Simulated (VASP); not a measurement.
Input of a VASP 6.6.1 run:

The input POSCAR:

```
MgS
1.0
    4.0346224068      0.0000000000      0.0000000000
   -2.0173112034      3.4940854990      0.0000000000
    0.0000000000      0.0000000000      6.4322941800
Mg S
2 2
Direct
    0.6666666667      0.3333333333      0.4957548500
    0.3333333333      0.6666666667      0.9957548500
    0.3333333333      0.6666666667      0.3792441500
    0.6666666667      0.3333333333      0.8792441500
```

INCAR.step1

```
SYSTEM = MgS
PREC = Accurate
ENCUT = 660
ISMEAR = 0
SIGMA = 0.1
LREAL = .FALSE.
LASPH = .TRUE.
NELM = 120
NBANDS = 16
GGA = PE
ALGO = Normal
EDIFF = 1E-5
LWAVE = .TRUE.
LCHARG = .FALSE.
GGA_COMPAT = .FALSE.
```

Contents of INCAR.step2:

```
SYSTEM = MgS
PREC = Accurate
ENCUT = 660
EDIFF = 1E-6
ISMEAR = 0
SIGMA = 0.1
LREAL = .FALSE.
LASPH = .TRUE.
NELM = 120
ALGO = Normal
ISIF = 2
LWAVE = .FALSE.
LCHARG = .FALSE.
METAGGA = R2SCAN
LMIXTAU = .TRUE.
NBANDS = 16
ISTART = 1
GGA_COMPAT = .FALSE.
```

The input KPOINTS:

```
regular mesh
0
G
  3 3 1
  0 0 0
```

Potentials or basis: VASP PAW PBE potentials, release 64 (Mg, S).

Run with:

```console
$ cat potpaw_PBE.64/Mg/POTCAR potpaw_PBE.64/S/POTCAR > POTCAR
$ cp INCAR.step1 INCAR
$ mpirun -np 1 vasp_std > vasp.out
$ cp INCAR.step2 INCAR
$ mpirun -np 1 vasp_std > vasp.out
```

**Question.** Predict the largest force.

**Answer.** 0.055 eV/Å.

**Question.** What does it give for the pressure?

**Answer.** -0.3 GPa.

Forces in eV/Å, atoms in the order of the input:
```
Mg   0.000  0.000  0.055
Mg   0.000  0.000  0.055
S    0.000  0.000 -0.055
S    0.000  0.000 -0.055
```

Caveat: the k points lie up to 0.98 Å⁻¹ apart; the PAW data sets were made with another functional, which shifts forces and pressure a little.
